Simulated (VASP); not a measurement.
A run of VASP 6.6.1 is set up as follows.

File INCAR:

```
ALGO     = Normal         # electronic algorithm
EDIFF    = 1E-6           # SCF threshold, eV
ENCUT    = 520            # plane-wave cutoff, eV
GGA      = PE             # functional
ISIF     = 2              # what is computed and relaxed
ISMEAR   = 1              # smearing method
IVDW     = 12             # dispersion correction
LASPH    = True           # aspherical terms in the spheres
LCHARG   = False          # write CHGCAR
LREAL    = False          # projectors in reciprocal space
LWAVE    = False          # write WAVECAR
NBANDS   = 16             # bands
NELM     = 60             # most SCF steps
PREC     = Accurate       # precision mode
SIGMA    = 0.05           # smearing width, eV
```

Contents of KPOINTS:

```
k-points
0
Gamma
  12 12 4
```

POSCAR

```
BN
1.0
    2.5061127838      0.0000000000      0.0000000000
   -1.2530563919      2.1703573356      0.0000000000
    0.0000000000      0.0000000000      6.5923998870
B N
2 2
Direct
   -0.0625459100     -0.0098140521      0.5000000000
    0.3893402912      0.6632029384      0.0000000000
    0.0587970493      0.0026729601      0.0000000000
    0.6129160993      0.3409075929      0.5000000000
```

Potentials or basis: VASP PAW PBE potentials, release 64 (B, N).

Launch:

```sh
$ cat potpaw_PBE.64/B/POTCAR potpaw_PBE.64/N/POTCAR > POTCAR
$ mpirun -np 1 vasp_std > vasp.out
```

(1) Estimate the band gap on the k mesh.

(2) Estimate the largest force.

(3) What does it give for the pressure?

## Answers

(1) 4.03 eV (least direct gap 4.31 eV).

(2) 1.638 eV/Å.

(3) 0.4 GPa.

Caveat: the cell differs from its parent crystal (atoms displaced along several vibrational modes); the stress differs along the axes, from -2 to 4 GPa; forces of over 1 eV/Å act on the atoms, so gaps and moduli don't describe the material at rest.
